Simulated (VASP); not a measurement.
# AlNi3 (Pm-3m) in VASP: further runs

AlNi3 is run at these levels: LDA; tasks: single point, relaxation of cell and atoms.

Everything below comes from runs of VASP 6.6.1. Logs are shortened: lines on timing, memory, paths and dates and some standing lists are left out, and cuts for length are marked.

## (1) The cell of the first run

It takes space group Pm-3m (No. 221, cubic). The conventional cell has a = 3.478 Å, b = 3.478 Å, c = 3.478 Å, α = 90.00°, β = 90.00°, γ = 90.00°. Al (site symmetry m-3m) has 12 Ni at 2.46 Å within 3.2 Å. Within 3.2 Å of Ni (site symmetry 4/mmm) lie 4 Al at 2.46 Å and 8 Ni at 2.46 Å.

## (2) Single point, LDA, collinear spin, ferromagnetic start

INCAR

```
SYSTEM = AlNi3
PREC = Accurate
ENCUT = 520
EDIFF = 1E-7
ISMEAR = 0
SIGMA = 0.1
LREAL = .FALSE.
LASPH = .TRUE.
NELM = 150
ALGO = Normal
ISIF = 2
LWAVE = .FALSE.
LCHARG = .TRUE.
ISPIN = 2
MAGMOM = 0 1.5 1.5 1.5
LORBIT = 11
LMAXMIX = 4
LELF = .TRUE.
LVHAR = .TRUE.
NBANDS = 28
```

KPOINTS

```
Automatic mesh
0
G
  7 7 7
  0 0 0
```

POSCAR

```
AlNi3
1.0
    3.4780565446      0.0000000000      0.0000000000
    0.0000000000      3.4780565446      0.0000000000
    0.0000000000      0.0000000000      3.4780565446
Al Ni
1 3
Direct
    0.0000000000      0.0000000000      0.0000000000
    0.0000000000      0.5000000000      0.5000000000
    0.5000000000      0.0000000000      0.5000000000
    0.5000000000      0.5000000000      0.0000000000
```

Potentials or basis: VASP PAW LDA potentials, release 64 (Al, Ni).

Launch:

```
cat potpaw_LDA.64/Al/POTCAR potpaw_LDA.64/Ni/POTCAR > POTCAR
mpirun -np 1 vasp_std > vasp.out
```

OUTCAR:

```text
SYSTEM = AlNi3
   PREC = Accurate
   ENCUT = 520
   EDIFF = 1E-7
   ISMEAR = 0
   LREAL = .FALSE.
   LASPH = .TRUE.
   NELM = 150
   ISIF = 2
   ISPIN = 2
   LORBIT = 11

 ion  position               nearest neighbor table
   1  0.000  0.000  0.000-   2 2.46   3 2.46   4 2.46   2 2.46   3 2.46   2 2.46   4 2.46   2 2.46
                             3 2.46   4 2.46   3 2.46   4 2.46
   2  0.000  0.500  0.500-   1 2.46   3 2.46   4 2.46   1 2.46   4 2.46   1 2.46   3 2.46   1 2.46
                             3 2.46   4 2.46   4 2.46   3 2.46
   3  0.500  0.000  0.500-   1 2.46   2 2.46   4 2.46   1 2.46   4 2.46   2 2.46   4 2.46   4 2.46
                             1 2.46   2 2.46   1 2.46   2 2.46
   4  0.500  0.500  0.000-   1 2.46   2 2.46   3 2.46   2 2.46   3 2.46   1 2.46   3 2.46   3 2.46
                             1 2.46   2 2.46   2 2.46   1 2.46

  LATTYP: Found a simple cubic cell.
 ALAT       =     3.4780565446

  Lattice vectors:

 A1 = (   3.4780565446,   0.0000000000,   0.0000000000)
 A2 = (   0.0000000000,   3.4780565446,   0.0000000000)
 A3 = (   0.0000000000,   0.0000000000,   3.4780565446)

Analysis of symmetry for initial positions (statically):
=====================================================================
 Subroutine PRICEL returns:
 Original cell was already a primitive cell.

 Routine SETGRP: Setting up the symmetry group for a
 simple cubic supercell.

 Subroutine GETGRP returns: Found 48 space group operations
 (whereof 48 operations were pure point group operations)
 out of a pool of 48 trial point group operations.

The static configuration has the point symmetry O_h .

Analysis of symmetry for dynamics (positions and initial velocities):
=====================================================================
 Subroutine PRICEL returns:
 Original cell was already a primitive cell.

 Routine SETGRP: Setting up the symmetry group for a
 simple cubic supercell.

 Subroutine GETGRP returns: Found 48 space group operations
 (whereof 48 operations were pure point group operations)
 out of a pool of 48 trial point group operations.

The dynamic configuration has the point symmetry O_h .

Analysis of structural, dynamic, and magnetic symmetry:
=====================================================================
 Subroutine PRICEL returns:
 Original cell was already a primitive cell.

 Routine SETGRP: Setting up the symmetry group for a
 simple cubic supercell.

 Subroutine GETGRP returns: Found 48 space group operations
 (whereof 48 operations were pure point group operations)
 out of a pool of 48 trial point group operations.

The overall configuration has the point symmetry O_h .
[... 127 lines left out ...]
   LEPSILON=     F    determine dielectric tensor
   LRPA    =     F    only Hartree local field effects (RPA)
 spin polarized calculation
 Gauss-broadening in eV      SIGMA  =   0.10
  energy-cutoff  :      520.00
  volume of cell :       42.07
 maximum number of plane-waves:      1145
 NGX is ok and might be reduce to    28
   NGX = 13   NGY = 13   NGZ = 13

 number of electron      32.9999973 magnetization       0.4714627

 Free energy of the ion-electron system (eV)
  ---------------------------------------------------
  ext. energy  EPLUGINS =         0.00000000
  ---------------------------------------------------
  free energy    TOTEN  =       -25.83810676 eV

  energy without entropy =      -25.81700247  energy(sigma->0) =      -25.82755462

 E-fermi :  10.1596     XC(G=0): -13.3692

 val. band max:       10.1579259023   @ k =   0.2857   0.2857   0.1429
 cond. band min:      10.1692528024   @ k =   0.4286   0.2857   0.2857
 fundamental gap:      0.0113269001
 Fermi energy:        10.1595770799

 spin component 1

 k-point     1 :       0.0000    0.0000    0.0000
  band No.  band energies     occupation
      1      -0.2159      1.00000
      2       5.4913      1.00000
      3       6.2185      1.00000
      4       6.2185      1.00000
      5       6.6124      1.00000
      6       6.6124      1.00000
[... 609 lines left out ...]
     27      30.9262      0.00000
     28      31.2426      0.00000
 Fermi energy:        10.1595770799

 spin component 2

 k-point     1 :       0.0000    0.0000    0.0000
  band No.  band energies     occupation
      1      -0.2137      1.00000
      2       5.5653      1.00000
      3       6.3119      1.00000
      4       6.3119      1.00000
      5       6.7667      1.00000
      6       6.7667      1.00000
[... 609 lines left out ...]
     27      30.9207      0.00000
     28      31.2576      0.00000

------------------------ aborting loop because EDIFF is reached ----------------------------------------

  FORCE on cell =-STRESS in cart. coord.  units (eV):
  Direction    XX          YY          ZZ          XY          YZ          ZX
  --------------------------------------------------------------------------------------
  -------------------------------------------------------------------------------------
  Total        0.1686849      0.1686849      0.1686849      0.0000000      0.0000000      0.0000000
  in kB        6.4235772      6.4235772      6.4235772      0.0000000      0.0000000      0.0000000
  external PRESSURE =       6.4235772 kB  Pullay stress =       0.0000000 kB

 VOLUME and BASIS-vectors are now :
 -----------------------------------------------------------------------------
  energy-cutoff  :      520.00
  volume of cell :       42.07
      direct lattice vectors                 reciprocal lattice vectors
     3.478056545  0.000000000  0.000000000     0.287516890  0.000000000  0.000000000
     0.000000000  3.478056545  0.000000000     0.000000000  0.287516890  0.000000000
     0.000000000  0.000000000  3.478056545     0.000000000  0.000000000  0.287516890

 POSITION                                       TOTAL-FORCE (eV/Angst)
 -----------------------------------------------------------------------------------
      0.00000      0.00000      0.00000         0.000000      0.000000      0.000000
      0.00000      1.73903      1.73903         0.000000      0.000000      0.000000
      1.73903      0.00000      1.73903         0.000000      0.000000      0.000000
      1.73903      1.73903      0.00000         0.000000      0.000000      0.000000
 -----------------------------------------------------------------------------------
    total drift:                                0.000000      0.000000      0.000000

  FREE ENERGIE OF THE ION-ELECTRON SYSTEM (eV)
  ---------------------------------------------------
  free  energy   TOTEN  =       -25.8381067647 eV

  energy  without entropy=      -25.8170024697  energy(sigma->0) =      -25.82755462

 total charge

# of ion       s       p       d       tot
------------------------------------------
    1        0.419   0.425   0.000   0.845
    2        0.527   0.580   8.433   9.541
    3        0.527   0.580   8.433   9.541
    4        0.527   0.580   8.433   9.541
--------------------------------------------------
tot          2.002   2.166  25.300  29.467

 magnetization (x)

# of ion       s       p       d       tot
------------------------------------------
    1        0.000  -0.004   0.000  -0.004
    2       -0.001  -0.003   0.167   0.162
    3       -0.001  -0.003   0.167   0.162
    4       -0.001  -0.003   0.167   0.162
--------------------------------------------------
tot         -0.004  -0.014   0.500   0.483
```

stdout:

```text
POSCAR found type information on POSCAR AlNi
 POSCAR found :  2 types and       4 ions
 scaLAPACK will be used
 LDA part: xc-table for (Slater(with rela. corr.)+CA(PZ))
 , standard interpolation
 POSCAR, INCAR and KPOINTS ok, starting setup
 FFT: planning ... GRIDC
 FFT: planning ... GRID_SOFT
 FFT: planning ... GRID
 WAVECAR not read
 entering main loop
```

It took 95 s on 1 thread of AMD EPYC, shared host; peak memory 0.13 GiB.

Results:

| Property | Result |
| --- | --- |
| Free energy | -25.8381 eV |
| Pressure | 0.6 GPa |
| Net moment | 0.47 μB per cell |
| Site moments | Al -0.00; Ni +0.16 μB |
| Valence electrons inside the program's atomic spheres | Al 0.84; Ni 9.54 |

## (3) Relaxation of cell and atoms, LDA, collinear spin, ferromagnetic start

This run uses another cell than the first one, of 10.93 Å³/atom, 1.039 times its volume.

INCAR

```
SYSTEM = AlNi3
ALGO = Normal
EDIFF = 1E-6
EDIFFG = -0.03
ENCUT = 600
IBRION = 2
ISIF = 3
ISMEAR = 0
ISPIN = 2
LASPH = .True.
LCHARG = .False.
LMAXMIX = 4
LORBIT = 11
LREAL = .False.
LWAVE = .False.
MAGMOM = 0 1.5 1.5 1.5
NELM = 150
NSW = 80
PREC = Accurate
SIGMA = 0.1
```

KPOINTS

```
k-points
0
Gamma
  7 7 7
  0 0 0
```

POSCAR

```
AlNi3
1.0
    3.5230547300      0.0000000000      0.0000000000
    0.0000000000      3.5230547300      0.0000000000
    0.0000000000      0.0000000000      3.5230547300
Al Ni
1 3
Direct
    0.0000000000      0.0000000000      0.0000000000
    0.0000000000      0.4999999986      0.4999999986
    0.4999999986      0.0000000000      0.4999999986
    0.4999999986      0.4999999986      0.0000000000
```

Potentials or basis: VASP PAW LDA potentials, release 64 (Al, Ni).

Launch:

```
cat potpaw_LDA.64/Al/POTCAR potpaw_LDA.64/Ni/POTCAR > POTCAR
mpirun -np 1 vasp_std > vasp.out
```

Wall time 3.2 min (1 thread of AMD EPYC, shared host); peak memory 0.14 GiB.

It converged, with:

```
Free energy                                           : -25.8389 eV
Relaxed volume                                        : 10.55 Å³/atom
Relaxed cell                                          : a = 3.481 Å, b = 3.481 Å, c = 3.481 Å, α = 90.00°, β = 90.00°, γ = 90.00°
Space group after relaxing (to 0.05 Å)                : Pm-3m (No. 221)
Energy gained by relaxing                             : 9.1 meV/atom
Ionic steps                                           : 3
Pressure after relaxing                               : 0.0 GPa
Net moment                                            : 0.47 μB per cell
Site moments                                          : Al -0.00; Ni +0.16 μB
Valence electrons inside the program's atomic spheres : Al 0.84; Ni 9.54
```

The path:
| step | energy change (eV) | largest force (eV/Å) | pressure (GPa) | volume (Å³) |
| --- | --- | --- | --- | --- |
| 1 | 0.0000 | 0.0000 | -7.35 | 43.73 |
| 2 | 0.0053 | 0.0000 | 9.03 | 40.63 |
| 3 | -0.0366 | 0.0000 | -0.02 | 42.19 |

Final structure:
```yaml
crystal:
  lattice:
    - [3.48125, 0.00000, 0.00000]
    - [0.00000, 3.48125, 0.00000]
    - [0.00000, 0.00000, 3.48125]
  atoms:
    - { symbol: Al, position: [0.00000, 0.00000, 0.00000] }
    - { symbol: Ni, position: [0.00000, 0.50000, 0.50000] }
    - { symbol: Ni, position: [0.50000, 0.00000, 0.50000] }
    - { symbol: Ni, position: [0.50000, 0.50000, 0.00000] }
```

Levels at points of the mesh, in eV from the Fermi level:
Spin up:
| k point | band 13 | band 14 | band 15 | band 16 | band 17 | band 18 | band 19 | band 20 | band 21 | band 22 |
| --- | --- | --- | --- | --- | --- | --- | --- | --- | --- | --- |
| (0.00, 0.00, 0.00) | -0.17 | 0.07 | 0.07 | 0.07 | 0.92 | 0.92 | 0.92 | 7.02 | 7.02 | 7.97 |
Spin down:
```tsv
k point	band 14	band 15	band 16	band 17	band 18	band 19
(0.00, 0.00, 0.00)	0.29	0.29	0.29	0.92	0.92	0.92
```
